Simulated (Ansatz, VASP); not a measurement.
Two plane-wave programs on AlGa3As4

The input INCAR:

```
SYSTEM = AlGa3As4
ALGO     = Normal         ! electronic algorithm
EDIFF    = 1E-7           ! SCF threshold, eV
EDIFFG   = -0.005         ! ionic threshold
ENCUT    = 500            ! plane-wave cutoff, eV
GGA      = PS             ! functional
GGA_COMPAT= .FALSE.      
IBRION   = 2              ! ionic algorithm
ISIF     = 3              ! what is computed and relaxed
ISMEAR   = 0              ! smearing method
LASPH    = .TRUE.         ! aspherical terms in the spheres
LCHARG   = .FALSE.        ! write CHGCAR
LREAL    = .FALSE.        ! projectors in reciprocal space
LWAVE    = .FALSE.        ! write WAVECAR
NELM     = 120            ! most SCF steps
NELMIN   = 4            
NSW      = 100            ! ionic steps
PREC     = Accurate       ! precision mode
SIGMA    = 0.02           ! smearing width, eV
```

KPOINTS

```
k-points
0
G
  6 6 6
  0 0 0
```

File POSCAR:

```
AlGa3As4
1.0
    5.6554750000      0.0000000000      0.0000000000
    0.0000000000     -5.6554750000      0.0000000000
    0.0000000000      0.0000000000     -5.6554750000
Al Ga As
1 3 4
Direct
    0.0000000000      0.5000000000      0.5000000000
    0.5000000000      0.0000000000      0.5000000000
    0.5000000000      0.5000000000      0.0000000000
    0.0000000000      0.0000000000      0.0000000000
    0.2500000000      0.2500000000      0.2500000000
    0.7500000000      0.7500000000      0.2500000000
    0.7500000000      0.2500000000      0.7500000000
    0.2500000000      0.7500000000      0.7500000000
```

Input for Ansatz:

```yaml
crystal:
  lattice:
    - [5.655475, 0.0, 0.0]
    - [0.0, -5.655475, 0.0]
    - [0.0, 0.0, -5.655475]
  atoms:
    - { symbol: Al, position: [0.0, 0.5, 0.5] }
    - { symbol: Ga, position: [0.5, 0.0, 0.5] }
    - { symbol: Ga, position: [0.5, 0.5, 0.0] }
    - { symbol: Ga, position: [0.0, 0.0, 0.0] }
    - { symbol: As, position: [0.25, 0.25, 0.25] }
    - { symbol: As, position: [0.75, 0.75, 0.25] }
    - { symbol: As, position: [0.75, 0.25, 0.75] }
    - { symbol: As, position: [0.25, 0.75, 0.75] }
basis:
  ecutwfc: 420
kpoints:
  mp_grid: { grid: [6, 6, 6] }
hamiltonian:
  xc: pbesol
scf:
  occupations: { method: gaussian, width: 0.02 }
output:
  forces: true
  stress: true
  eigenvalues: true
  write_density: true
  write_potential: true
  elf: true
  volumetric_format: npy
relax:
  adjacent_minimum: "off"
  f_tol: 0.005
  max_steps: 80
  cell: { stress_tol: 0.05 }
```

Alike in both runs: task relaxation of cell and atoms; functional PBEsol; k mesh 6 × 6 × 6; occupations gaussian, width 0.02 eV; no spin polarisation.

|  | VASP | Ansatz |
| --- | --- | --- |
| version | VASP 6.6.1 | Ansatz 0.2.0 |
| potentials or method | VASP PAW PBE potentials, release 64 (Al, Ga_d, As), cutoff 500 eV | scalar-relativistic, plane waves, PAW |
| valence electrons in the cell | 62 | 102 |

VASP gave:

```
gap on the k mesh at the Fermi level, each at its own relaxed structure (eV) : 0.74
relaxed volume (Å³/atom)                                                     : 22.77
relaxed cell length with the largest relative difference (Å)                 : 5.669
```

What did Ansatz give for the same quantities?

gap on the k mesh at the Fermi level, each at its own relaxed structure (eV): 0.75; relaxed volume (Å³/atom): 22.70; relaxed cell length with the largest relative difference (Å): 5.663.

VASP's potentials were made for PBE, not for PBEsol. VASP's potentials hold 62 valence electrons a cell and Ansatz's 102, so a difference there can come from the potentials and not from the codes.
